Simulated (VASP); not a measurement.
Here is a VASP 6.6.1 calculation.

Contents of INCAR:

```
SYSTEM = Ta
PREC = Accurate
ENCUT = 520
EDIFF = 1E-6
ISMEAR = -1
SIGMA = 0.08
LREAL = .FALSE.
LASPH = .TRUE.
NELM = 60
ALGO = Normal
ISIF = 2
LWAVE = .FALSE.
LCHARG = .FALSE.
GGA = PE
NBANDS = 12
```

KPOINTS

```
regular mesh
0
G
  17 17 17
  0 0 0
```

File POSCAR:

```
Ta
1.0
   -1.6730098603      1.6730098603      1.6730098603
    1.6730098603     -1.6730098603      1.6730098603
    1.6730098603      1.6730098603     -1.6730098603
Ta
1
Direct
    0.0000000000      0.0000000000      0.0000000000
```

Potentials or basis: VASP PAW PBE potentials, release 64 (Ta_pv).

Launch:

```bash
$ cat potpaw_PBE.64/Ta_pv/POTCAR > POTCAR
$ mpirun -np 1 vasp_std > vasp.out
```

Problem. What does it give for the pressure?

Solution. -4.4 GPa.
